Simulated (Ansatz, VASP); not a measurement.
# TaS2: VASP beside Ansatz

```
Ta S
1.0
     3.28300    0.00000    0.00000
    -1.64150    2.84316    0.00000
     0.00000    0.00000    5.86000
Ta S
1 2
Direct
  0.00000 0.00000 0.00000
  0.33333 0.66667 0.25000
  0.66667 0.33333 0.75000
```

Change from the starting cell: equal xx and yy strain of -2 %, crystal datasets.

Alike in both runs: task electric field gradients; functional PBEsol; k mesh 8 × 8 × 4; occupations fermi-dirac, width 0.02 eV; no spin polarisation.

|  | VASP | Ansatz |
| --- | --- | --- |
| version | VASP 6.6.1 | Ansatz 0.2.0 |
| potentials or method | VASP PAW PBE potentials, release 64 (Ta_pv, S), cutoff 400 eV | all-electron PAW with datasets made for the crystal, scalar-relativistic |

|  | VASP | Ansatz | Ansatz less VASP |
| --- | --- | --- | --- |
| pressure (GPa) | 11.1 | 10.8 | -0.29 |
| traceless stress, the component that is largest in VASP (GPa) | 2.61 | 2.51 | -0.103 |
| rms of the force components (eV/Å) | 0.776 | 0.754 | -0.0223 |
| size of Vzz on the site where it differs most (V/Å²) | 150.1 | 180.7 | +30.54 |

VASP's potentials were made for PBE, not for PBEsol. Atom by atom the forces differ by 0.022 eV/Å (rms over components). Ansatz ran all-electron here, and VASP with PAW potentials.

Spin-orbit coupling is off throughout.
